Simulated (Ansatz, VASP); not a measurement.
Rh in VASP and in Ansatz

```
Rh
1.0
     2.63768    0.00000    0.00000
    -1.31884    2.28430    0.00000
     0.00000    0.00000    2.54280
Rh
1
Direct
  0.00000 0.00000 0.00000
```

Alike in both runs: functional PBE; k mesh 24 × 24 × 22; occupations gaussian, width 0.1 eV; no spin polarisation.

Ansatz relaxed the structure, and its values are those at the end. VASP's run is a single point on that final structure, the one shown.

```csv
,VASP,Ansatz
version,VASP 6.6.1,Ansatz 0.2.0
potentials or method,"VASP PAW PBE potentials, release 64 (Rh_pv), cutoff 520 eV","scalar-relativistic, plane waves, PAW"
valence electrons in the cell,15,17
```

|  | VASP | Ansatz | Ansatz less VASP |
| --- | --- | --- | --- |
| gap on the k mesh at the Fermi level (eV) | none | none | - |
| pressure (GPa) | 0.0 | 0.0 | +0.02 |

A gap of «none» marks a metal or a gap that the smearing closes. With one functional, cell and mesh, what is left measures potentials, basis and numerics. VASP's potentials hold 15 valence electrons a cell and Ansatz's 17, so a difference there can come from the potentials and not from the codes.
